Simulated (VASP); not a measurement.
Crystal: NiO.

```
CELL_PARAMETERS angstrom
-2.10842 -2.10842 4.21684
-4.21684 -2.10842 2.10842
-2.10842 -4.21684 2.10842
ATOMIC_POSITIONS crystal
Ni 0.00000 0.00000 0.00000
Ni 0.50000 0.50000 0.50000
O 0.25000 0.25000 0.25000
O 0.75000 0.75000 0.75000
```

| Property | Result |
| --- | --- |
| Program | VASP 6.6.1 |
| Task | relaxation of cell and atoms |
| Functional | PBE |
| Potentials or basis | VASP PAW PBE potentials, release 64 (Ni, O) |
| Cutoff | 600 eV |
| k mesh | 10 × 10 × 10 |
| Occupations | gaussian, width 0.05 eV |
| Spin | collinear spin, antiferromagnetic start |
| Starting moments | [1.52, -1.52, 0.0, 0.0] μB |

At the start: pressure -3.7 GPa; volume 9.37 Å³/atom.

Q: Where does the relaxation end?

A: Over 5 steps the energy falls by 2.1 meV/atom and the volume is 9.19 Å³/atom (-2.0 %); space group Fm-3m (No. 225, to 0.1 Å) before and after; moment 0.00 μB per cell.

The path:
```
step  energy change (eV)  largest force (eV/Å)  pressure (GPa)  volume (Å³)
   1              0.0000                0.0000           -3.68        37.49
   2             -0.0054                0.0000            2.55        36.34
   3             -0.0084                0.0000           -0.05        36.76
   4             -0.0084                0.0000            0.15        36.75
   5             -0.0086                0.0000            0.11        36.75
```

Final structure:
```
Ni O
1.0
    -2.08847   -2.08847    4.18488
    -4.18488   -2.08847    2.08847
    -2.08847   -4.18488    2.08847
Ni O
2 2
Direct
  0.00000 0.00000 0.00000
  0.50000 0.50000 0.50000
  0.25000 0.25000 0.25000
  0.75000 0.75000 0.75000
```
